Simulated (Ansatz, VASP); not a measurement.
## CsH2 in VASP and in Ansatz

```xyz
6
Lattice="6.4605 0.0000 0.0000 0.0000 6.4605 0.0000 0.0000 0.0000 6.4605" Properties=species:S:1:pos:R:3 pbc="T T T"
Cs    0.0000    0.0000    0.0000
Cs    3.2303    3.2303    3.2303
H     1.6151    1.6151    1.6151
H     1.6151    4.8454    4.8454
H     4.8454    4.8454    1.6151
H     4.8454    1.6151    4.8454
```

Change from the starting cell: species swapped into the Au2S type (Pn-3m, No. 224).

Alike in both runs: task relaxation of cell and atoms; functional PBE; k mesh 6 × 6 × 6; occupations gaussian, width 0.1 eV; no spin polarisation.

|  | VASP | Ansatz |
| --- | --- | --- |
| version | VASP 6.6.1 | Ansatz 0.2.0 |
| potentials or method | VASP PAW PBE potentials, release 64 (Cs_sv, H), cutoff 600 eV | scalar-relativistic, plane waves, PAW |
| valence electrons in the cell | 22 | 22 |

```csv
,VASP,Ansatz,Ansatz less VASP
"gap on the k mesh at the Fermi level, each at its own relaxed structure (eV)",none,none,-
relaxed volume (Å³/atom),46.58,46.31,-0.268
relaxed length of the cell vector where the two differ most in proportion (Å),6.538,6.525,-0.0125
```

A gap of «none» marks a metal or a gap that the smearing closes.

Neither program's run includes spin-orbit coupling.
